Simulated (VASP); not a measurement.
The system is Mg.

```
Mg
1.0
     3.20930    0.00000    0.00000
    -1.60465    2.77934    0.00000
     0.00000    0.00000    5.21030
Mg
2
Cartesian
  0.0000 1.8529 1.3026
  1.6047 0.9264 3.9077
```

- Program: VASP 6.6.1
- Task: relaxation of cell and atoms
- Functional: LDA
- Potentials or basis: VASP PAW LDA potentials, release 64 (Mg)
- Cutoff: 600 eV
- k mesh: 6 × 6 × 4
- Occupations: methfessel-paxton, width 0.1 eV
- Spin: no spin polarisation

At the start: pressure -2.8 GPa; volume 23.24 Å³/atom.

**Question.** How do energy, volume and symmetry change on relaxing?

**Answer.** Over 8 steps the energy falls by 17.2 meV/atom and the volume is 21.40 Å³/atom (-7.9 %); space group P6_3/mmc (No. 194, to 0.05 Å).

Step by step:
| step | energy change (eV) | largest force (eV/Å) | pressure (GPa) | volume (Å³) |
| --- | --- | --- | --- | --- |
| 1 | 0.0000 | 0.0000 | -2.81 | 46.47 |
| 2 | -0.0312 | 0.0000 | -0.80 | 43.78 |
| 3 | -0.0334 | 0.0000 | -0.04 | 42.95 |
| 4 | -0.0334 | 0.0000 | 0.03 | 42.89 |
| 5 | -0.0340 | 0.0000 | 0.04 | 42.85 |
| 6 | -0.0337 | 0.0000 | 0.15 | 42.75 |
| 7 | -0.0344 | 0.0000 | 0.07 | 42.82 |
| 8 | -0.0344 | 0.0000 | 0.08 | 42.81 |

Final structure:
```
Mg
1.0
     3.11000    0.00000    0.00000
    -1.55500    2.69334    0.00000
     0.00000    0.00000    5.11027
Mg
2
Direct
  0.33333 0.66667 0.25000
  0.66667 0.33333 0.75000
```

Caveat: the k points lie up to 0.39 Å⁻¹ apart in the final cell.
